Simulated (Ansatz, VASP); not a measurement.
## One calculation of SnO, two programs

```xyz
4
Lattice="3.7244 0.0000 0.0000 0.0000 3.7244 0.0000 0.0000 0.0000 4.7373" Properties=species:S:1:pos:R:3 pbc="T T T"
Sn    0.0000    1.8622    1.1298
Sn    1.8622    0.0000    3.6074
O     0.0000    0.0000    0.0000
O     1.8622    1.8622    0.0000
```

Change from the starting cell: volume scaled by 0.94, crystal datasets.

Alike in both runs: task electric field gradients; functional PBE; k mesh 8 × 8 × 6; occupations fermi-dirac, width 0.01 eV; no spin polarisation.

|  | VASP | Ansatz |
| --- | --- | --- |
| version | VASP 6.6.1 | Ansatz 0.2.0 |
| potentials or method | VASP PAW PBE potentials, release 64 (Sn_d, O), cutoff 520 eV | all-electron PAW with datasets made for the crystal, scalar-relativistic |

|  | VASP | Ansatz | Ansatz less VASP |
| --- | --- | --- | --- |
| pressure (GPa) | 11.8 | 11.4 | -0.37 |
| traceless stress, the component that is largest in VASP (GPa) | -1.95 | -1.96 | -0.007 |
| rms of the force components (eV/Å) | 0.578 | 0.534 | -0.0433 |
| size of Vzz on the site where it differs most (V/Å²) | 175.0 | 183.6 | +8.55 |

Atom by atom the forces differ by 0.043 eV/Å (rms over components). Ansatz ran all-electron here, and VASP with PAW potentials.
